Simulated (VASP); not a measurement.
Set up this calculation in VASP 6.6.1, as the native input.

| Quantity | Value |
| --- | --- |
| Task | single point |
| Functional | LDA |
| Potentials or basis | VASP PAW LDA potentials, release 64 (Mo_sv, C_h) |
| Cutoff | 910 eV |
| k mesh | 18 × 18 × 10 |
| Occupations | gaussian, width 0.1 eV |
| Spin | no spin polarisation |
| Dipole correction | no |
| Further INCAR settings | ALGO = Normal; EDIFF = 1e-06; NBANDS = 23 |

The structure of Mo2C lies in POSCAR:

```
Mo2C
1.0
    3.0156476294      0.0000000000      0.0000000000
   -1.5078238147      2.6116274559      0.0000000000
    0.0000000000      0.0000000000      4.5964891283
Mo C
2 1
Direct
    0.3333333333      0.6666666667      0.2488603170
    0.6666666667      0.3333333333      0.7511396830
    0.0000000000      0.0000000000      0.5000000000
```

The input as run:

INCAR

```
PREC = Accurate
ENCUT = 910
EDIFF = 1E-6
ISMEAR = 0
SIGMA = 0.1
LREAL = F
LASPH = T
NELM = 120
ALGO = Normal
ISIF = 2
LWAVE = F
LCHARG = F
GGA = CA
NBANDS = 23
GGA_COMPAT = F
```

KPOINTS

```
regular mesh
0
Gamma
  18 18 10
```

Potentials or basis: VASP PAW LDA potentials, release 64 (Mo_sv, C_h).

Command:

```bash
$ cat potpaw_LDA.64/Mo_sv/POTCAR potpaw_LDA.64/C_h/POTCAR > POTCAR
$ mpirun -np 1 vasp_std > vasp.out
```

It gave:

```yaml
Pressure: 1.4 GPa
Largest_force: 0.060 eV/Å
Band_gap_on_the_k_mesh: zero (bands 16 and 17 overlap by 2.72 eV)
```

Caveat: the cutoff is under 1.25 times the usual one of these potentials, so pressure, stress and relaxed cells hold a basis-set (Pulay) error.

Wall time 4.3 min on 1 thread of AMD EPYC 9R45 (Zen 5), on a shared host, peak memory 0.55 GiB.
